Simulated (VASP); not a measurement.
Set up this calculation in VASP 6.6.1, as the native input.

```yaml
Task: single point
Functional: PBE
Potentials_or_basis: VASP PAW PBE potentials, release 64 (Ca_sv, B)
Cutoff: 520 eV
k_mesh: 6 × 4 × 4
Occupations: gaussian, width 0.1 eV
Spin: no spin polarisation
Dipole_correction: no
Further_INCAR_settings: ALGO = Normal; EDIFF = 1e-07; NBANDS = 23
```

The structure of CaB6 lies in POSCAR:

```
CaB6
1.0
    4.1546607498     -1.0231531387      0.0893600617
    0.2689510162      4.5387203144     -0.1554986357
    0.0677813862     -0.9306947932      4.7317510877
Ca B
1 6
Direct
    0.5157115068      0.3656181312      0.1225582241
    0.8995385910      0.9713802611      0.9029317010
    0.8995809068     -0.0160403678      0.2392179832
    0.1318684003      0.7599067610      0.3416439989
    0.8979871373     -0.0164988889      0.5726083628
    0.1333324942      0.7477318706      0.6719370744
    0.1316589579      0.7471116556      1.0053243171
```

The cell was generated, and may not be a known phase.

One way to write it, as run:

INCAR

```
ALGO     = Normal         # electronic algorithm
EDIFF    = 1E-7           # SCF threshold, eV
ENCUT    = 520            # plane-wave cutoff, eV
GGA      = PE             # functional
ISIF     = 2              # what is computed and relaxed
ISMEAR   = 0              # smearing method
LASPH    = True           # aspherical terms in the spheres
LCHARG   = False          # write CHGCAR
LREAL    = False          # projectors in reciprocal space
LWAVE    = False          # write WAVECAR
NBANDS   = 23             # bands
NELM     = 80             # most SCF steps
PREC     = Accurate       # precision mode
SIGMA    = 0.1            # smearing width, eV
```

KPOINTS

```
k-points
0
Gamma
  6 4 4
```

Potentials or basis: VASP PAW PBE potentials, release 64 (Ca_sv, B).

Launch:

```console
$ cat potpaw_PBE.64/Ca_sv/POTCAR potpaw_PBE.64/B/POTCAR > POTCAR
$ mpirun -np 1 vasp_std > vasp.out
```

It gave:

```json
{"Pressure": "0.1 GPa", "Largest force": "0.018 eV/Å", "Band gap on the k mesh": "zero (bands 14 and 15 overlap by 1.82 eV)"}
```

Wall time 48 s on 1 thread of AMD EPYC 9R45 96-Core Processor (Zen 5), on a shared host, peak memory 0.22 GiB.
